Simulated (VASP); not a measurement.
# Te2Mo: single point with r2SCAN

**The experiment to reproduce.**

From “Broadband infrared study of pressure-tunable Fano resonance and metallization transition in 2H-MoTe2”, 2022, pmc:9569381, for a bulk crystal of Te2Mo at 300 K: band gap 0.88 ± 0.05 eV (indirect).

The system is Te2Mo.

```
Te Mo
1.0
     3.54213    0.00000    0.00000
    -1.77106    3.06757    0.00000
     0.00000    0.00000   14.17664
Te Mo
4 2
Direct
  0.33333 0.66667 0.62341
  0.66667 0.33333 0.12341
  0.33333 0.66667 0.87659
  0.66667 0.33333 0.37659
  0.33333 0.66667 0.25000
  0.66667 0.33333 0.75000
```

| Quantity | Value |
| --- | --- |
| Program | VASP 6.6.1 |
| Task | single point |
| Functional | r2SCAN |
| Potentials or basis | VASP PAW PBE potentials, release 64 (Te, Mo_sv) |
| Cutoff | 520 eV |
| k mesh | 12 × 12 × 2 |
| Occupations | gaussian, width 0.01 eV |
| Spin | no spin polarisation |
| Dipole correction | no |
| Further INCAR settings | ALGO = Normal; EDIFF = 1e-07; NBANDS = 35 |

The pressure is 1.3 GPa. The largest force is 0.008 eV/Å and the band gap on the k mesh is 0.93 eV, indirect (least direct gap 1.09 eV).

Forces on the atoms (eV/Å):
```
Te   0.000  0.000  0.008
Te   0.000  0.000  0.008
Te   0.000  0.000 -0.008
Te   0.000  0.000 -0.008
Mo   0.000  0.000  0.000
Mo   0.000  0.000  0.000
```

Levels at points of the mesh, in eV from the valence-band top:
```tsv
k point	band 23	band 24	band 25	band 26	band 27	band 28	band 29	band 30
(0.00, 0.00, 0.00)	-1.14	-0.98	-0.50	0.00	2.98	2.98	3.09	3.09
(0.50, 0.00, 0.00)	-1.00	-0.95	-0.73	-0.49	1.31	1.37	1.58	1.85
(0.00, 0.00, 0.50)	-1.16	-1.16	-0.12	-0.12	3.02	3.02	3.02	3.02
(0.50, 0.00, 0.50)	-0.97	-0.97	-0.61	-0.61	1.34	1.34	1.73	1.73
```

Wall time 6.2 min on 1 thread of Intel(R) Xeon(R) 6975P-C (Granite Rapids) (shared host), peak memory 0.41 GiB.

Measured gap of Te2Mo: 0.88 eV (indirect; 300 K; quoted in “Broadband infrared study of pressure-tunable Fano resonance and metallization transition in 2H-MoTe2”, 2022, pmc:9569381). This calculation gives 0.93 eV (+0.05 eV). Spin-orbit coupling on Mo, Te is left out. The value is that of r2SCAN on a finite k mesh, which can miss the band edges, without temperature or zero-point motion.

Caveat: the PAW data sets were made with another functional, which shifts forces and pressure a little; spin-orbit coupling is left out, which moves the levels of the heavy elements.
